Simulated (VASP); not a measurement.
Runs of VASP 6.6.1 on Ba. The structure is that of space group P6_3/mmc (No. 194), or close to it. The cells are those of the table. This isn't the form of Ba at room conditions, which is bcc.

```csv
task,cell,k mesh,cutoff (eV),gap on the mesh (eV),pressure (GPa)
single point,"a = 4.681, b = 4.681, c = 15.279 Å, angles 90.0, 90.0, 120.0°, 4 atoms",9 × 9 × 3,520,none,(a)
relaxation of cell and atoms,"relaxed from a = 4.454, b = 4.454, c = 14.548 Å, angles 90.0, 90.0, 120.0°, 4 atoms",8 × 8 × 3,600,none,0.0
single point,"a = 4.563, b = 4.563, c = 14.892 Å, angles 90.0, 90.0, 120.0°, 4 atoms",11 × 11 × 3,520,none,0.1
single point,"a = 4.738, b = 4.738, c = 15.466 Å, angles 90.0, 90.0, 120.0°, 4 atoms",9 × 9 × 3,520,none,-0.7
```

Alike in all rows: level BLYP; potentials or basis VASP PAW PBE potentials, release 64 (Ba_sv); no spin polarisation; smearing fermi-dirac 0.1 eV.

Q: Fill in the values left out.

A: (a) -0.5.

Caveats: the PAW data sets were made with another functional, which shifts forces and pressure a little; spin-orbit coupling is left out, which moves the levels of the heavy elements.

A k mesh can miss the band edges, and the runs leave out spin-orbit coupling on Ba.

A gap of «none» marks levels without a gap at the run's occupations.
